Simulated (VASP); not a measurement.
C, 1 atom in the cell. Symmetry: Fm-3m, No. 225, cubic system. The conventional cell has a = 2.906 Å, b = 2.906 Å, c = 2.906 Å, α = 90.00°, β = 90.00°, γ = 90.00°. Within 2.7 Å of C (site symmetry m-3m) lie 12 C at 2.05 Å. 

| Quantity | Value |
| --- | --- |
| Program | VASP 6.6.1 |
| Task | single point |
| Functional | LDA |
| Potentials or basis | VASP PAW LDA potentials, release 64 (C) |
| Cutoff | 520 eV |
| k mesh | 23 × 23 × 23 |
| Occupations | fermi-dirac, width 0.1 eV |
| Spin | no spin polarisation |
| Dipole correction | no |
| Further INCAR settings | ALGO = Normal; EDIFF = 1e-07; NBANDS = 8 |

Potentials or basis: VASP PAW LDA potentials, release 64 (C).

Run with:

```bash
$ cat potpaw_LDA.64/C/POTCAR > POTCAR
$ mpirun -np 1 vasp_std > vasp.out
```

Hardware: 1 thread of Intel(R) Xeon(R) 6975P-C (Granite Rapids) (shared host).

Q: How long does it take, and how much memory?

A: It took 3.5 s on 1 thread of Intel(R) Xeon(R) 6975P-C (Granite Rapids), on a shared host, peak memory 0.11 GiB. Counts: scf iterations 10, k points 364.
